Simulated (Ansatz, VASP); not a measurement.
## Os: VASP beside Ansatz

```
Os
1.0
     0.00000    1.99362    2.04225
     1.99362    0.00000    2.04225
     1.99362    1.99362    0.00000
Os
1
Direct
  0.00000 0.00000 0.00000
```

Change from the starting cell: strain +0.025 along x and y, +0.050 along z, atoms carried along.

Alike in both runs: task single point; functional PBEsol; k mesh 20 × 20 × 20; occupations gaussian, width 0.15 eV; no spin polarisation.

|  | VASP | Ansatz |
| --- | --- | --- |
| version | VASP 6.6.1 | Ansatz 0.2.0 |
| potentials or method | VASP PAW PBE potentials, release 64 (Os), cutoff 520 eV | scalar-relativistic, plane waves, PAW |
| valence electrons in the cell | 8 | 16 |

Ansatz gave:

- gap on the k mesh at the Fermi level (eV): none
- pressure (GPa): -44.6
- traceless stress, the component that is largest in VASP (GPa): -3.54

What did VASP give for the same quantities?

gap on the k mesh at the Fermi level (eV): none; pressure (GPa): -45.0; traceless stress, the component that is largest in VASP (GPa): -3.54.

VASP's potentials were made for PBE, not for PBEsol. A gap of «none» marks a metal or a gap that the smearing closes. Both programs put the cell under strong tension, so it lies far from rest at this level. The functional is the same, so the differences come from potentials, cutoffs and numerics. VASP's potentials hold 8 valence electrons a cell and Ansatz's 16, so a difference there can come from the potentials and not from the codes.

Neither program's run includes spin-orbit coupling. Noted on VASP's run: the cell as given lies far from equilibrium.
